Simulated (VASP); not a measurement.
Here is a VASP 6.6.1 calculation.

INCAR

```
PREC = Accurate ; ENCUT = 520
EDIFF = 1E-6 ; ISMEAR = 0
SIGMA = 0.1 ; LREAL = F
LASPH = T ; NELM = 100
ALGO = Normal ; ISIF = 2
LWAVE = F ; LCHARG = T
GGA = PE ; LELF = T
LVHAR = T ; NBANDS = 35
```

File KPOINTS:

```
regular mesh
0
Gamma
  6 6 6
```

POSCAR

```
Mg5Se2
1.0
    7.5404485085     -3.3541681943     -0.0086118480
    7.5404485085      3.3541681943     -0.0086118480
   -0.1126175322      0.0000000000      6.1793370818
Mg Se
10 4
Direct
    0.3546325929      0.6453674071      0.2500000000
    0.8986939571      0.5337974163      0.7242788139
    0.4662025837      0.1013060429      0.7757211861
    0.1401625181      0.0468959257      0.9050865800
    0.9531040743      0.8598374819      0.5949134200
    0.6453674071      0.3546325929      0.7500000000
    0.5337974163      0.8986939571      0.2242788139
    0.1013060429      0.4662025837      0.2757211861
    0.0468959257      0.1401625181      0.4050865800
    0.8598374819      0.9531040743      0.0949134200
    0.5284266162      0.2375824724      0.3985393310
    0.7624175276      0.4715733838      0.1014606690
    0.2375824724      0.5284266162      0.8985393310
    0.4715733838      0.7624175276      0.6014606690
```

Potentials or basis: VASP PAW PBE potentials, release 64 (Mg, Se).

Launch:

```bash
$ cat potpaw_PBE.64/Mg/POTCAR potpaw_PBE.64/Se/POTCAR > POTCAR
$ mpirun -np 1 vasp_std > vasp.out
```

Task: What does it give for the pressure?

Result: -0.1 GPa.

Task: What does it give for the largest force?

Result: 0.009 eV/Å.

Forces in eV/Å, atoms in the order of the input:
```
Mg   0.000  0.006  0.000
Mg  -0.005 -0.001  0.003
Mg   0.005 -0.001 -0.003
Mg  -0.001  0.001 -0.003
Mg   0.001  0.001  0.003
Mg   0.000 -0.006  0.000
Mg  -0.005  0.001  0.003
Mg   0.005  0.001 -0.003
Mg  -0.001 -0.001 -0.003
Mg   0.001 -0.001  0.003
Se  -0.002  0.002  0.008
Se   0.002  0.002 -0.008
Se  -0.002 -0.002  0.008
Se   0.002 -0.002 -0.008
```
